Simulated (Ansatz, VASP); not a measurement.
**AlN: VASP beside Ansatz**

POSCAR

```
AlN
1.0
    3.1066937614      0.0000000000      0.0000000000
   -1.5533468807      2.6904757192      0.0000000000
    0.0000000000      0.0000000000      5.1279492940
Al N
2 2
Direct
    0.3333333333      0.6666666667     -0.0010130556
    0.6666666667      0.3333333333      0.4989869444
    0.3333333333      0.6666666667      0.3760130556
    0.6666666667      0.3333333333      0.8760130556
```

Contents of INCAR.step1:

```
SYSTEM = AlN
PREC     = Accurate       ! precision mode
ENCUT    = 520            ! plane-wave cutoff, eV
ISMEAR   = 0              ! smearing method
SIGMA    = 0.01           ! smearing width, eV
LREAL    = .False.        ! projectors in reciprocal space
LASPH    = .True.         ! aspherical terms in the spheres
NELM     = 60             ! most SCF steps
NBANDS   = 16             ! bands
GGA      = PE             ! functional
ALGO     = Normal         ! electronic algorithm
EDIFF    = 1E-4           ! SCF threshold, eV
LWAVE    = .True.         ! write WAVECAR
LCHARG   = .False.        ! write CHGCAR
```

INCAR.step2

```
SYSTEM = AlN
PREC     = Accurate       ! precision mode
ENCUT    = 520            ! plane-wave cutoff, eV
EDIFF    = 1E-7           ! SCF threshold, eV
ISMEAR   = 0              ! smearing method
SIGMA    = 0.01           ! smearing width, eV
LREAL    = .False.        ! projectors in reciprocal space
LASPH    = .True.         ! aspherical terms in the spheres
NELM     = 60             ! most SCF steps
ALGO     = Normal         ! electronic algorithm
ISIF     = 2              ! what is computed and relaxed
LWAVE    = .False.        ! write WAVECAR
LCHARG   = .False.        ! write CHGCAR
METAGGA  = R2SCAN         ! meta-GGA
LMIXTAU  = .True.       
NBANDS   = 16             ! bands
ISTART   = 1
```

KPOINTS

```
Automatic mesh
0
Gamma
  12 12 6
  0 0 0
```

Input for Ansatz:

```yaml
crystal:
  lattice:
    - [3.1066937614, 0.0, 0.0]
    - [-1.5533468807, 2.6904757192, 0.0]
    - [0.0, 0.0, 5.127949294]
  atoms:
    - { symbol: Al, position: [0.3333333333, 0.6666666667, -0.0010130556] }
    - { symbol: Al, position: [0.6666666667, 0.3333333333, 0.4989869444] }
    - { symbol: "N", position: [0.3333333333, 0.6666666667, 0.3760130556] }
    - { symbol: "N", position: [0.6666666667, 0.3333333333, 0.8760130556] }
kpoints:
  mp_grid: { grid: [12, 12, 6] }
  band_path:
    path:
      - [0.0, 0.0, 0.0]
      - [0.5, 0.0, 0.0]
      - [0.3333333333, 0.3333333333, 0.0]
      - [0.0, 0.0, 0.5]
      - [0.5, 0.0, 0.5]
      - [0.3333333333, 0.3333333333, 0.5]
    npoints: 1
hamiltonian:
  xc: r2scan
scf:
  occupations: { method: fixed }
  n_extra_bands: 5
output:
  forces: true
  stress: true
  eigenvalues: true
```

Change from the starting cell: uniaxial_z strain +3.0%.

Alike in both runs: task single point; functional r2SCAN; k mesh 12 × 12 × 6; no spin polarisation.

|  | VASP | Ansatz |
| --- | --- | --- |
| version | VASP 6.6.1 | Ansatz 0.2.0 |
| potentials or method | VASP PAW PBE potentials, release 64 (Al, N) | plane waves, PAW |
| plane-wave cutoff (eV) | 520 | 500 |
| occupations | gaussian, width 0.01 eV | fixed |
| valence electrons in the cell | 16 | 16 |

Ansatz gave:

```
gap on the k mesh at the Fermi level (eV)                     : 4.70
pressure (GPa)                                                : -5.6
traceless stress, the component that is largest in VASP (GPa) : -5.85
```

**Question.** What did VASP give for the same quantities?

**Answer.** gap on the k mesh at the Fermi level (eV): 4.74; pressure (GPa): -6.0; traceless stress, the component that is largest in VASP (GPa): -5.90.

VASP's potentials were made for PBE, not for r2SCAN.
